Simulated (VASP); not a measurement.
Input of a VASP 6.6.1 run:

INCAR

```
PREC     = Accurate       # precision mode
ENCUT    = 600            # plane-wave cutoff, eV
EDIFF    = 1E-6           # SCF threshold, eV
ISMEAR   = 0              # smearing method
SIGMA    = 0.05           # smearing width, eV
LREAL    = False          # projectors in reciprocal space
LASPH    = True           # aspherical terms in the spheres
NELM     = 100            # most SCF steps
ALGO     = Normal         # electronic algorithm
ISIF     = 3              # what is computed and relaxed
LWAVE    = False          # write WAVECAR
LCHARG   = False          # write CHGCAR
GGA      = PE             # functional
IBRION   = 2              # ionic algorithm
NSW      = 80             # ionic steps
EDIFFG   = -0.01          # ionic threshold
```

File KPOINTS:

```
regular mesh
0
Gamma
  18 18 10
```

POSCAR

```
Tc
1.0
    2.7400000000      0.0000000000      0.0000000000
   -1.3700000000      2.3729096064      0.0000000000
    0.0000000000      0.0000000000      4.3949600000
Tc
2
Direct
    0.3333333333      0.6666666667      0.7500000000
    0.6666666667      0.3333333333      0.2500000000
```

Potentials or basis: VASP PAW PBE potentials, release 64 (Tc_pv).

The run is started by

```console
$ cat potpaw_PBE.64/Tc_pv/POTCAR > POTCAR
$ mpirun -np 1 vasp_std > vasp.out
```

Predict the relaxed cell.

a = 2.751 Å, b = 2.751 Å, c = 4.397 Å, α = 90.00°, β = 90.00°, γ = 120.00°.

Predict the relaxed volume.

14.41 Å³/atom.

Predict the space group after relaxing (to 0.05 Å).

P6_3/mmc (No. 194).

What does it give for the band gap on the k mesh?

Zero (band 13 reaches 14.23 eV, above the bottom of band 14 at 10.86 eV).

Stress tensor (GPa, compression positive):
```
-0.10  0.00  0.00
 0.00 -0.10  0.00
 0.00  0.00  0.04
```
